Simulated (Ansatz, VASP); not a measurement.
# Ti3Al in VASP and in Ansatz

```
CELL_PARAMETERS angstrom
2.85956 0.00000 0.00000
-1.42978 2.47645 0.00000
0.00000 0.00000 9.05921
ATOMIC_POSITIONS crystal
Ti 0.66667 0.33333 0.00000
Ti 0.33333 0.66667 0.75115
Ti 0.33333 0.66667 0.24885
Al 0.66667 0.33333 0.50000
```

Alike in both runs: functional LDA; k mesh 8 × 8 × 3; occupations fermi-dirac, width 0.1 eV; no spin polarisation.

Ansatz relaxed the structure, and its values are those at the end. VASP's run is a single point on that final structure, the one shown.

```csv
,VASP,Ansatz
version,VASP 6.6.1,Ansatz 0.2.0
potentials or method,"VASP PAW LDA potentials, release 64 (Ti_sv, Al)","plane waves, PAW"
plane-wave cutoff (eV),520,420
valence electrons in the cell,39,39
```

VASP gave:

* pressure (GPa): 0.0
* rms of the force components (eV/Å): 0.003

Q: Which values does Ansatz return?

A: Pressure (GPa): 0.0; rms of the force components (eV/Å): 0.000.

LDA's correlation is that of Perdew and Zunger in VASP and of Perdew and Wang (1992) in Ansatz. Ansatz's warnings: stress scf threshold loose.
